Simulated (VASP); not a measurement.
**BAs: single point with r2SCAN**

Crystal: BAs.

```xyz
2
Lattice="0.0000 2.3919 2.3919 2.3919 0.0000 2.3919 2.3919 2.3919 0.0000" Properties=species:S:1:pos:R:3 pbc="T T T"
B     0.0000    0.0000    0.0000
As    1.1959    1.1959    1.1959
```

```
Program                : VASP 6.6.1
Task                   : single point
Functional             : r2SCAN
Potentials or basis    : VASP PAW PBE potentials, release 64 (B, As)
Cutoff                 : 550 eV
k mesh                 : 8 × 8 × 8
Occupations            : gaussian, width 0.01 eV
Spin                   : no spin polarisation
Dipole correction      : no
Further INCAR settings : ALGO = Normal; EDIFF = 1e-06; NBANDS = 11
```

* Pressure: 0.3 GPa
* Band gap on the k mesh: 1.39 eV, indirect (least direct gap 3.44 eV)

Levels at points of the mesh, in eV from the valence-band top:
```csv
k point,band 1,band 2,band 3,band 4,band 5,band 6,band 7,band 8
"(0.00, 0.00, 0.00)",-16.12,0.00,0.00,0.00,3.44,3.44,3.44,5.10
"(0.50, 0.00, 0.00)",-13.11,-9.21,-1.93,-1.93,2.95,5.05,5.05,9.57
"(0.50, 0.50, 0.00)",-11.68,-9.04,-4.29,-4.29,1.62,1.70,12.12,12.12
```

Run time: 22 s on 1 thread of Intel(R) Xeon(R) 6975P-C (Granite Rapids), on a shared host, peak memory 0.16 GiB.

Caveat: the PAW data sets were made with another functional, which shifts forces and pressure a little. A k mesh can miss the band edges.
